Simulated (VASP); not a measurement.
The system is Ru.

```
CELL_PARAMETERS angstrom
2.70580 0.00000 0.00000
-1.35290 2.34329 0.00000
0.00000 0.00000 4.28190
ATOMIC_POSITIONS crystal
Ru 0.33333 0.66667 0.25000
Ru 0.66667 0.33333 0.75000
```

* Program: VASP 6.6.1
* Task: relaxation of volume and atoms at fixed shape
* Functional: PBEsol
* Potentials or basis: VASP PAW PBE potentials, release 64 (Ru_pv)
* Cutoff: 500 eV
* k mesh: 7 × 7 × 4
* Occupations: fermi-dirac, width 0.05 eV
* Spin: no spin polarisation

At the start: pressure -5.8 GPa; volume 13.57 Å³/atom.

**Question.** Where does the relaxation end?

**Answer.** Over 3 steps the energy falls by 4.3 meV/atom and the volume is 13.35 Å³/atom (-1.7 %); space group P6_3/mmc (No. 194, to 0.05 Å).

The path:
| step | energy change (eV) | largest force (eV/Å) | pressure (GPa) | volume (Å³) |
| --- | --- | --- | --- | --- |
| 1 | 0.0000 | 0.0000 | -5.76 | 27.15 |
| 2 | 0.0799 | 0.0000 | 21.27 | 25.28 |
| 3 | -0.0086 | 0.0000 | -0.13 | 26.69 |

Final structure:
```
Ru
1.0
     2.69049    0.00000    0.00000
    -1.34524    2.33003    0.00000
     0.00000    0.00000    4.25766
Ru
2
Direct
  0.33333 0.66667 0.25000
  0.66667 0.33333 0.75000
```

Caveat: the k points lie up to 0.39 Å⁻¹ apart in the final cell; the PAW data sets were made with another functional, which shifts forces and pressure a little.
